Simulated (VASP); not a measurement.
Write the native input for VASP 6.6.1 that does the following.

| Quantity | Value |
| --- | --- |
| Task | single point |
| Functional | LDA |
| Potentials or basis | VASP PAW LDA potentials, release 64 (Be, Te) |
| Cutoff | 520 eV |
| k mesh | 8 × 8 × 8 |
| Occupations | gaussian, width 0.05 eV |
| Spin | no spin polarisation |
| Dipole correction | no |
| Further INCAR settings | ALGO = Normal; EDIFF = 1e-06; NBANDS = 11 |

The structure of BeTe lies in POSCAR:

```
BeTe
1.0
    0.0000000000      2.8808000000      2.8808000000
    2.8808000000      0.0000000000      2.8808000000
    2.8808000000      2.8808000000      0.0000000000
Be Te
1 1
Direct
    0.0000000000      0.0000000000      0.0000000000
    0.7500000000      0.7500000000      0.7500000000
```

This cell differs from its parent crystal: strain +0.040 along x and y, +0.040 along z.

One way to write it, as run:

INCAR

```
SYSTEM = BeTe
PREC = Accurate
ENCUT = 520
EDIFF = 1E-6
ISMEAR = 0
SIGMA = 0.05
LREAL = .FALSE.
LASPH = .TRUE.
NELM = 60
ALGO = Normal
ISIF = 2
LWAVE = .FALSE.
LCHARG = .FALSE.
NBANDS = 11
```

KPOINTS

```
Automatic mesh
0
G
  8 8 8
  0 0 0
```

Potentials or basis: VASP PAW LDA potentials, release 64 (Be, Te).

Command:

```bash
$ cat potpaw_LDA.64/Be/POTCAR potpaw_LDA.64/Te/POTCAR > POTCAR
$ mpirun -np 1 vasp_std > vasp.out
```

Results of the run:

```yaml
Pressure: -5.4 GPa
Band_gap_on_the_k_mesh: 2.02 eV, indirect (least direct gap 3.24 eV)
```

Caveat: the cell differs from its parent crystal (strain +0.040 along x and y, +0.040 along z); spin-orbit coupling is left out, which moves the levels of the heavy elements.

Wall time 8.9 s on 1 thread of Intel(R) Xeon(R) Platinum 8488C (Sapphire Rapids), on a shared host, peak memory 0.15 GiB.
